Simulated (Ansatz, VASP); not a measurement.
**One calculation of Mg, two programs**

```xyz
1
Lattice="-1.8146 1.8146 1.7909 1.8146 -1.8146 1.7909 1.8146 1.8146 -1.7909" Properties=species:S:1:pos:R:3 pbc="T T T"
Mg    0.0000    0.0000    0.0000
```

Alike in both runs: task single point; functional PBE; k mesh 20 × 20 × 20; occupations gaussian, width 0.15 eV; no spin polarisation.

|  | VASP | Ansatz |
| --- | --- | --- |
| version | VASP 6.6.1 | Ansatz 0.2.0 |
| potentials or method | VASP PAW PBE potentials, release 64 (Mg), cutoff 520 eV | scalar-relativistic, plane waves, PAW |
| valence electrons in the cell | 2 | 10 |

```tsv
	VASP	Ansatz	Ansatz less VASP
gap on the k mesh at the Fermi level (eV)	none	none	-
pressure (GPa)	-1.1	-1.0	+0.12
```

A gap of «none» marks a metal or a gap that the smearing closes. With one functional, cell and mesh, what is left measures potentials, basis and numerics. VASP's potentials hold 2 valence electrons a cell and Ansatz's 10, so a difference there can come from the potentials and not from the codes.
